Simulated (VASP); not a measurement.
# Ir (Fm-3m) in VASP: further runs

Ir is run at these levels: BLYP; tasks: single point.

All numbers are computed with VASP 6.6.1; they aren't measurements. Logs are shortened: lines on timing, memory, paths and dates and some standing lists are left out, and cuts for length are marked.

## Step 1: The cell of the first run

It takes space group Fm-3m (No. 225, cubic). Conventional cell: a = 4.089 Å, b = 4.089 Å, c = 4.089 Å, α = 90.00°, β = 90.00°, γ = 90.00°. Within 3.8 Å of Ir (site symmetry m-3m) lie 12 Ir at 2.89 Å.

## Step 2: Single point, BLYP (volume scaled by 1.12)

Input file INCAR:

```
  PREC = Accurate
  ENCUT = 520
  EDIFF = 1E-6
  ISMEAR = -1
  SIGMA = 0.1
  LREAL = False
  LASPH = True
  NELM = 100
  ALGO = Normal
  ISIF = 2
  LWAVE = False
  LCHARG = False
  GGA = B5
  ALDAX = 1.0
  AGGAX = 1.0
  AGGAC = 1.0
  ALDAC = 0.0
  NBANDS = 10
```

Input file KPOINTS:

```
Automatic mesh
0
Gamma
  22 22 22
```

Input file POSCAR:

```
Ir
1.0
    0.0000000000      2.0446404034      2.0446404034
    2.0446404034      0.0000000000      2.0446404034
    2.0446404034      2.0446404034      0.0000000000
Ir
1
Direct
    0.0000000000      0.0000000000      0.0000000000
```

Potentials or basis: VASP PAW PBE potentials, release 64 (Ir).

Run with:

```bash
> cat potpaw_PBE.64/Ir/POTCAR > POTCAR
> mpirun -np 1 vasp_std > vasp.out
```

OUTCAR:

```text
PREC = Accurate
   ENCUT = 520
   EDIFF = 1E-6
   ISMEAR = -1
   LREAL = False
   LASPH = True
   NELM = 100
   ISIF = 2
   GGA = B5

 ion  position               nearest neighbor table
   1  0.000  0.000  0.000-

  LATTYP: Found a face centered cubic cell.
 ALAT       =     4.0892808068

  Lattice vectors:

 A1 = (   0.0000000000,   2.0446404034,   2.0446404034)
 A2 = (   2.0446404034,   0.0000000000,   2.0446404034)
 A3 = (   2.0446404034,   2.0446404034,   0.0000000000)

Analysis of symmetry for initial positions (statically):
=====================================================================
 Subroutine PRICEL returns:
 Original cell was already a primitive cell.

 Routine SETGRP: Setting up the symmetry group for a
 face centered cubic supercell.

 Subroutine GETGRP returns: Found 48 space group operations
 (whereof 48 operations were pure point group operations)
 out of a pool of 48 trial point group operations.

The static configuration has the point symmetry O_h .

Analysis of symmetry for dynamics (positions and initial velocities):
=====================================================================
 Subroutine PRICEL returns:
 Original cell was already a primitive cell.

 Routine SETGRP: Setting up the symmetry group for a
 face centered cubic supercell.

 Subroutine GETGRP returns: Found 48 space group operations
 (whereof 48 operations were pure point group operations)
 out of a pool of 48 trial point group operations.

The dynamic configuration has the point symmetry O_h .

 Subroutine INISYM returns: Found 48 space group operations
 (whereof 48 operations are pure point group operations),
 and found     1 'primitive' translations

----------------------------------------------------------------------------------------

                                     Primitive cell

  volume of cell :      17.0955

  direct lattice vectors                    reciprocal lattice vectors
     0.000000000  2.044640403  2.044640403    -0.244541778  0.244541778  0.244541778
     2.044640403  0.000000000  2.044640403     0.244541778 -0.244541778  0.244541778
     2.044640403  2.044640403  0.000000000     0.244541778  0.244541778 -0.244541778

  length of vectors
     2.891558189  2.891558189  2.891558189     0.423558784  0.423558784  0.423558784

  position of ions in fractional coordinates (direct lattice)
     0.000000000  0.000000000  0.000000000

  ion indices of the primitive-cell ions
   primitive index   ion index
                 1           1

----------------------------------------------------------------------------------------

 KPOINTS: Automatic mesh

Automatic generation of k-mesh.
 Grid dimensions read from file:
 generate k-points for:   22   22   22

 Generating k-lattice:

  Cartesian coordinates                     Fractional coordinates (reciprocal lattice)
    -0.011115535  0.011115535  0.011115535     0.045454545  0.000000000  0.000000000
     0.011115535 -0.011115535  0.011115535     0.000000000  0.045454545  0.000000000
     0.011115535  0.011115535 -0.011115535     0.000000000  0.000000000  0.045454545

  Length of vectors
     0.019252672  0.019252672  0.019252672

  Shift w.r.t. Gamma in fractional coordinates (k-lattice)
     0.000000000  0.000000000  0.000000000

 Subroutine IBZKPT returns following result:
 ===========================================

 Found    328 irreducible k-points:

 Following reciprocal coordinates:
            Coordinates               Weight
  0.000000  0.000000  0.000000      1.000000
  0.045455  0.000000  0.000000      8.000000
  0.090909  0.000000  0.000000      8.000000
  0.136364  0.000000  0.000000      8.000000
  0.181818  0.000000  0.000000      8.000000
  0.227273  0.000000  0.000000      8.000000
[... 16 lines left out ...]
  0.500000  0.045455  0.000000     24.000000
 -0.454545  0.045455  0.000000     24.000000
 [... further k-points ...]
   k-points           NKPTS =    328   k-points in BZ     NKDIM =    328   number of bands    NBANDS=     10
   number of dos      NEDOS =    301   number of ions     NIONS =      1
   total plane-waves  NPLWV =  13824
   dimension x,y,z NGX =    24 NGY =   24 NGZ =   24
   dimension x,y,z NGXF=    48 NGYF=   48 NGZF=   48
   ions per type =               1
   NGX,Y,Z   is equivalent  to a cutoff of  13.80, 13.80, 13.80 a.u.
   NGXF,Y,Z  is equivalent  to a cutoff of  27.60, 27.60, 27.60 a.u.
 SYSTEM =  unknown system
   PREC   = accura    normal or accurate (medium, high low for compatibility)
   ISTART =      0    job   : 0-new  1-cont  2-samecut
   ICHARG =      2    charge: 1-file 2-atom 10-const
   ISPIN  =      1    spin polarized calculation?
   LNONCOLLINEAR =      F non collinear calculations
   LSORBIT =      F    spin-orbit coupling
   LASPH  =      T    aspherical Exc in radial PAW
   ENCUT  =  520.0 eV  38.22 Ry    6.18 a.u.   5.38  5.38  5.38*2*pi/ulx,y,z
   NELM   =    100;   NELMIN=  2; NELMDL= -5     # of ELM steps
   EDIFF  = 0.1E-05   stopping-criterion for ELM
   LREAL  =      F    real-space projection
   EDIFFG = 0.1E-04   stopping-criterion for IOM
   NSW    =      0    number of steps for IOM
   IBRION =     -1    ionic relax: 0-MD 1-quasi-New 2-CG
   NFREE  =      0    steps in history (QN), initial steepest desc. (CG)
   ISIF   =      2    stress and relaxation
   ISYM   =      2    0-nonsym 1-usesym 2-fastsym
   POTIM  = 0.5000    time-step for ionic-motion
   TEBEG  =    0.0;   TEEND  =   0.0 temperature during run
   PSTRESS=    0.0 pullay stress
   NELECT =       9.0000    total number of electrons
   NUPDOWN=      -1.0000    fix difference up-down
   EMIN   =  10.00;   EMAX   =-10.00  energy-range for DOS
   EFERMI =   0.00;   METHOD = LEGACY
   ISMEAR =    -1;   SIGMA  =   0.10  broadening in eV -4-tet -1-fermi 0-gaus
   EFERMI_NEDOS =   21; number of points for ismear=-14 and -15
   IALGO  =     38    algorithm
   IMIX   =      4    mixing-type and parameters
     AMIX     =   0.40;   BMIX     =  1.00
     AMIX_MAG =   1.60;   BMIX_MAG =  1.00
  volume/ion in A,a.u.               =      17.10       115.37
  Fermi-wavevector in a.u.,A,eV,Ry     =   1.321890  2.498010 23.774736  1.747394
  Thomas-Fermi vector in A             =   2.451611
   LORBIT       =      0    0 simple, 1 ext, 2 COOP (PROOUT), +10 PAW based schemes
   GGA     = B5    functional components
   LHFCALC =     F    Hartree Fock is set to
   AEXX    =    0.0000 exact exchange contribution
   IVDW    =     0    specifies the selected vdW correction
   LEPSILON=     F    determine dielectric tensor
   LRPA    =     F    only Hartree local field effects (RPA)
 non-spin polarized calculation
  energy-cutoff  :      520.00
  volume of cell :       17.10
 maximum number of plane-waves:       477
 NGX is ok and might be reduce to    24
   NGX = 11   NGY = 11   NGZ = 11

 number of electron       9.0000000 magnetization

 Free energy of the ion-electron system (eV)
  ---------------------------------------------------
  ext. energy  EPLUGINS =         0.00000000
  ---------------------------------------------------
  free energy    TOTEN  =        -7.32452816 eV

  energy without entropy =       -7.27938490  energy(sigma->0) =       -7.30195653

 E-fermi :   7.9428     XC(G=0): -12.1972

 val. band max:        7.9383225136   @ k =  -0.3636   0.0455   0.0000
 cond. band min:       7.9444019374   @ k =   0.3182   0.1818   0.0909
 fundamental gap:      0.0060794238
 Fermi energy:         7.9428441270

 k-point     1 :       0.0000    0.0000    0.0000
  band No.  band energies     occupation
      1      -1.0594      2.00000
      2       5.0610      2.00000
      3       5.0610      2.00000
      4       5.0610      2.00000
      5       7.0321      1.99978
      6       7.0321      1.99978
      7      22.8425      0.00000
      8      27.1928      0.00000
      9      27.1928      0.00000
     10      27.1928      0.00000

 k-point     2 :       0.0455    0.0000    0.0000
  band No.  band energies     occupation
      1      -0.9831      2.00000
      2       5.0271      2.00000
      3       5.0921      2.00000
      4       5.0921      2.00000
      5       7.0149      1.99981
      6       7.0149      1.99981
      7      22.9589      0.00000
      8      26.7352      0.00000
      9      27.3031      0.00000
     10      27.3031      0.00000

 k-point     3 :       0.0909    0.0000    0.0000
  band No.  band energies     occupation
      1      -0.7582      2.00000
      2       4.9349      2.00000
      3       5.1776      2.00000
      4       5.1776      2.00000
      5       6.9732      1.99988
      6       6.9732      1.99988
      7      23.2844      0.00000
      8      25.7001      0.00000
      9      27.6249      0.00000
     10      27.6249      0.00000

 k-point     4 :       0.1364    0.0000    0.0000
  band No.  band energies     occupation
      1      -0.3990      2.00000
      2       4.8124      2.00000
      3       5.2922      2.00000
      4       5.2922      2.00000
      5       6.9375      1.99991
      6       6.9375      1.99991
      7      23.7238      0.00000
      8      24.4716      0.00000
      9      28.1286      0.00000
     10      28.1286      0.00000
[... 222 lines left out ...]
 k-point    22 :       0.4545    0.0455    0.0000
  band No.  band energies     occupation
      1       1.7990      2.00000
      2       4.9881      2.00000
      3       5.1018      2.00000
      4       7.0451      1.99975
      5       8.5309      0.00557
      6       8.7683      0.00052
      7      14.3827      0.00000
      8      22.6323      0.00000
      9      26.1422      0.00000
     10      26.4740      0.00000

 k-point    23 :       0.5000    0.0455    0.0000
  band No.  band energies     occupation
      1       1.8062      2.00000
      2       4.9587      2.00000
      3       5.0616      2.00000
      4       7.4702      1.98244
      5       8.5798      0.00342
      6       9.1244      0.00001
      7      13.5810      0.00000
      8      22.4996      0.00000
      9      26.0133      0.00000
     10      26.0607      0.00000

 k-point    24 :      -0.4545    0.0455    0.0000
  band No.  band energies     occupation
      1       1.8057      2.00000
      2       4.9726      2.00000
      3       5.0615      2.00000
      4       7.4073      1.99060
      5       8.4845      0.00884
      6       9.0971      0.00002
      7      13.7602      0.00000
      8      22.5259      0.00000
      9      25.8768      0.00000
     10      26.3158      0.00000

 [... further k-points ...]
[... 5 lines left out ...]
  --------------------------------------------------------------------------------------
  -------------------------------------------------------------------------------------
  Total       -2.4580932     -2.4580932     -2.4580932      0.0000000      0.0000000      0.0000000
  in kB     -230.3711668   -230.3711668   -230.3711668      0.0000000      0.0000000      0.0000000
  external PRESSURE =    -230.3711668 kB  Pullay stress =       0.0000000 kB

 VOLUME and BASIS-vectors are now :
 -----------------------------------------------------------------------------
  energy-cutoff  :      520.00
  volume of cell :       17.10
      direct lattice vectors                 reciprocal lattice vectors
     0.000000000  2.044640403  2.044640403    -0.244541778  0.244541778  0.244541778
     2.044640403  0.000000000  2.044640403     0.244541778 -0.244541778  0.244541778
     2.044640403  2.044640403  0.000000000     0.244541778  0.244541778 -0.244541778

 POSITION                                       TOTAL-FORCE (eV/Angst)
 -----------------------------------------------------------------------------------
      0.00000      0.00000      0.00000         0.000000      0.000000      0.000000
 -----------------------------------------------------------------------------------
    total drift:                               -0.000000      0.000000     -0.000000

  FREE ENERGIE OF THE ION-ELECTRON SYSTEM (eV)
  ---------------------------------------------------
  free  energy   TOTEN  =        -7.3245281593 eV

  energy  without entropy=       -7.2793849049  energy(sigma->0) =       -7.30195653
```

It took 31 s on 1 thread of Intel Xeon Platinum 8259CL at 2.50GHz (Skylake/Cascade Lake), shared host; peak memory 0.19 GiB.

What came out:

```
Free energy : -7.3245 eV
Pressure    : -23.0 GPa
```

Caveat: the PAW data sets were made with another functional, which shifts forces and pressure a little; spin-orbit coupling is left out, which moves the levels of the heavy elements.

## Step 3: Single point, BLYP, collinear spin, ferromagnetic start (volume scaled by 1.08)

Input file INCAR:

```
PREC = Accurate ; ENCUT = 520
EDIFF = 1E-7 ; ISMEAR = -1
SIGMA = 0.05 ; LREAL = False
LASPH = True ; NELM = 150
ALGO = Normal ; ISIF = 2
LWAVE = False ; LCHARG = True
ISPIN = 2 ; MAGMOM = 1
LORBIT = 11 ; LMAXMIX = 4
GGA = B5 ; ALDAX = 1.0
AGGAX = 1.0 ; AGGAC = 1.0
ALDAC = 0.0 ; LELF = True
LVHAR = True ; NBANDS = 14
```

Input file KPOINTS:

```
regular mesh
0
Gamma
  22 22 22
```

Input file POSCAR:

```
Ir
1.0
    0.0000000000      2.0195486682      2.0195486682
    2.0195486682      0.0000000000      2.0195486682
    2.0195486682      2.0195486682      0.0000000000
Ir
1
Direct
    0.0000000000      0.0000000000      0.0000000000
```

Potentials or basis: VASP PAW PBE potentials, release 64 (Ir).

Run with:

```bash
> cat potpaw_PBE.64/Ir/POTCAR > POTCAR
> mpirun -np 1 vasp_std > vasp.out
```

OUTCAR:

```text
PREC = Accurate
   ENCUT = 520
   EDIFF = 1E-7
   ISMEAR = -1
   LREAL = False
   LASPH = True
   NELM = 150
   ISIF = 2
   ISPIN = 2
   LORBIT = 11
   GGA = B5

 ion  position               nearest neighbor table
   1  0.000  0.000  0.000-

  LATTYP: Found a face centered cubic cell.
 ALAT       =     4.0390973364

  Lattice vectors:

 A1 = (   0.0000000000,   2.0195486682,   2.0195486682)
 A2 = (   2.0195486682,   0.0000000000,   2.0195486682)
 A3 = (   2.0195486682,   2.0195486682,   0.0000000000)

Analysis of symmetry for initial positions (statically):
=====================================================================
 Subroutine PRICEL returns:
 Original cell was already a primitive cell.

 Routine SETGRP: Setting up the symmetry group for a
 face centered cubic supercell.

 Subroutine GETGRP returns: Found 48 space group operations
 (whereof 48 operations were pure point group operations)
 out of a pool of 48 trial point group operations.

The static configuration has the point symmetry O_h .

Analysis of symmetry for dynamics (positions and initial velocities):
=====================================================================
 Subroutine PRICEL returns:
[... 600 lines left out ...]
      7      23.3710      0.00000
      8      27.9338      0.00000
      9      27.9338      0.00000
     10      27.9338      0.00000
     11      32.8656      0.00000
     12      39.1030      0.00000
     13      39.1030      0.00000
     14      39.1030      0.00000
[... 379 lines left out ...]
      3       5.4301      1.00000
      4       7.8653      1.00000
      5       9.0712      0.00001
      6       9.6813      0.00000
      7      14.6079      0.00000
      8      23.0707      0.00000
      9      26.7707      0.00000
     10      27.2120      0.00000
     11      35.5361      0.00000
     12      35.7958      0.00000
     13      36.9943      0.00000
     14      40.8249      0.00000

 [... further k-points ...]
[... 5 lines left out ...]
  --------------------------------------------------------------------------------------
  -------------------------------------------------------------------------------------
  Total       -1.7244991     -1.7244991     -1.7244991      0.0000000      0.0000000      0.0000000
  in kB     -167.7183492   -167.7183492   -167.7183492      0.0000000      0.0000000      0.0000000
  external PRESSURE =    -167.7183492 kB  Pullay stress =       0.0000000 kB

 VOLUME and BASIS-vectors are now :
 -----------------------------------------------------------------------------
  energy-cutoff  :      520.00
  volume of cell :       16.47
      direct lattice vectors                 reciprocal lattice vectors
     0.000000000  2.019548668  2.019548668    -0.247580070  0.247580070  0.247580070
     2.019548668  0.000000000  2.019548668     0.247580070 -0.247580070  0.247580070
     2.019548668  2.019548668  0.000000000     0.247580070  0.247580070 -0.247580070

 POSITION                                       TOTAL-FORCE (eV/Angst)
 -----------------------------------------------------------------------------------
      0.00000      0.00000      0.00000         0.000000     -0.000000      0.000000
 -----------------------------------------------------------------------------------
    total drift:                                0.000000      0.000000     -0.000000

  FREE ENERGIE OF THE ION-ELECTRON SYSTEM (eV)
  ---------------------------------------------------
  free  energy   TOTEN  =        -7.3854228112 eV

  energy  without entropy=       -7.3740250196  energy(sigma->0) =       -7.37972392

 total charge

# of ion       s       p       d       tot
------------------------------------------
    1        0.596   0.529   6.895   8.020

 magnetization (x)

# of ion       s       p       d       tot
------------------------------------------
    1       -0.000   0.000   0.000   0.000
```

It took 87 s on 1 thread of Intel Xeon 6975P-C, shared host; peak memory 0.24 GiB.

Results:

* Free energy: -7.3854 eV
* Pressure: -16.8 GPa
* Net moment: 0.00 μB per cell
* Valence electrons inside the program's atomic spheres: Ir 8.02

Levels at points of the mesh, in eV from the Fermi level:
Spin up:
| k point | band 1 | band 2 | band 3 | band 4 | band 5 | band 6 | band 7 | band 8 |
| --- | --- | --- | --- | --- | --- | --- | --- | --- |
| (0.00, 0.00, 0.00) | -9.35 | -3.06 | -3.06 | -3.06 | -0.96 | -0.96 | 14.88 | 19.44 |
| (0.50, 0.00, 0.00) | -6.52 | -3.12 | -3.12 | -0.01 | 0.68 | 0.68 | 5.90 | 14.43 |
| (0.50, 0.50, 0.00) | -6.21 | -5.77 | 0.64 | 1.12 | 1.12 | 2.06 | 8.64 | 11.20 |
Spin down:
```
           k point  band 2  band 3  band 4  band 5  band 6  band 7
(0.00, 0.00, 0.00)   -3.06   -3.06   -3.06   -0.96   -0.96   14.88
(0.50, 0.00, 0.00)   -3.12   -3.12   -0.01    0.68    0.68    5.90
(0.50, 0.50, 0.00)   -5.77    0.64    1.12    1.12    2.06    8.64
```

Caveat: the PAW data sets were made with another functional, which shifts forces and pressure a little; spin-orbit coupling is left out, which moves the levels of the heavy elements.

## Step 4: Single point, BLYP, collinear spin, ferromagnetic start (volume scaled by 1.12)

Input file INCAR:

```
SYSTEM = Ir
PREC = Accurate
ENCUT = 520
EDIFF = 1E-6
ISMEAR = -1
SIGMA = 0.05
LREAL = .False.
LASPH = .True.
NELM = 150
ALGO = Normal
ISIF = 2
LWAVE = .False.
LCHARG = .False.
ISPIN = 2
MAGMOM = 1
LORBIT = 11
LMAXMIX = 4
GGA = B5
ALDAX = 1.0
AGGAX = 1.0
AGGAC = 1.0
ALDAC = 0.0
NBANDS = 14
```

Input file KPOINTS:

```
regular mesh
0
Gamma
  22 22 22
  0 0 0
```

Input file POSCAR:

```
Ir
1.0
    0.0000000000      2.0441797380      2.0441797380
    2.0441797380      0.0000000000      2.0441797380
    2.0441797380      2.0441797380      0.0000000000
Ir
1
Direct
    0.0000000000      0.0000000000      0.0000000000
```

Run with:

```bash
> cat potpaw_PBE.64/Ir/POTCAR > POTCAR
> mpirun -np 1 vasp_std > vasp.out
```

Wall time 75 s (1 thread of Intel Xeon 6975P-C, shared host); peak memory 0.25 GiB.

Results (log left out):

| Item | Value |
| --- | --- |
| Free energy | -7.3090 eV |
| Pressure | -23.3 GPa |
| Net moment | 0.00 μB per cell |
| Valence electrons inside the program's atomic spheres | Ir 7.94 |

Levels at points of the mesh, in eV from the Fermi level:
Spin up:
| k point | band 1 | band 2 | band 3 | band 4 | band 5 | band 6 | band 7 | band 8 |
| --- | --- | --- | --- | --- | --- | --- | --- | --- |
| (0.00, 0.00, 0.00) | -9.01 | -2.89 | -2.89 | -2.89 | -0.91 | -0.91 | 14.90 | 19.25 |
| (0.50, 0.00, 0.00) | -6.21 | -2.94 | -2.94 | 0.09 | 0.63 | 0.63 | 5.60 | 14.44 |
| (0.50, 0.50, 0.00) | -5.88 | -5.46 | 0.59 | 1.05 | 1.05 | 2.08 | 8.23 | 11.03 |
Spin down:
```tsv
k point	band 1	band 2	band 3	band 4	band 5	band 6	band 7	band 8	band 9
(0.00, 0.00, 0.00)	-9.01	-2.89	-2.89	-2.89	-0.91	-0.91	14.90	19.25	19.25
(0.50, 0.00, 0.00)	-6.21	-2.94	-2.94	0.09	0.63	0.63	5.60	14.44	18.24
(0.50, 0.50, 0.00)	-5.88	-5.46	0.59	1.05	1.05	2.08	8.23	11.03	11.03
```

Caveat: the PAW data sets were made with another functional, which shifts forces and pressure a little; spin-orbit coupling is left out, which moves the levels of the heavy elements.

(Continued in part 2 of 2.)
